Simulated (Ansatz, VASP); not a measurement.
## Two plane-wave programs on Ge

```
Ge
1.0
     0.00000    2.71562    2.82877
     2.71562    0.00000    2.82877
     2.71562    2.71562    0.00000
Ge
2
Direct
  0.50000 0.50000 0.50000
  0.75000 0.75000 0.75000
```

Change from the starting cell: strain -0.040 along x and y, +0.000 along z, atoms carried along.

Alike in both runs: task single point; functional PBE; k mesh 14 × 14 × 14; occupations gaussian, width 0.15 eV; no spin polarisation.

```csv
,VASP,Ansatz
version,VASP 6.6.1,Ansatz 0.2.0
potentials or method,"VASP PAW PBE potentials, release 64 (Ge_d), cutoff 500 eV","scalar-relativistic, plane waves, PAW"
valence electrons in the cell,28,28
```

Ansatz gave:

```
gap on the k mesh at the Fermi level (eV)                     : 0.20
least direct gap on the mesh (eV)                             : 0.66
pressure (GPa)                                                : 11.1
traceless stress, the component that is largest in VASP (GPa) : -2.17
```

**Question.** Which values does VASP return?

**Answer.** gap on the k mesh at the Fermi level (eV): 0.21; least direct gap on the mesh (eV): 0.67; pressure (GPa): 11.0; traceless stress, the component that is largest in VASP (GPa): -2.18.
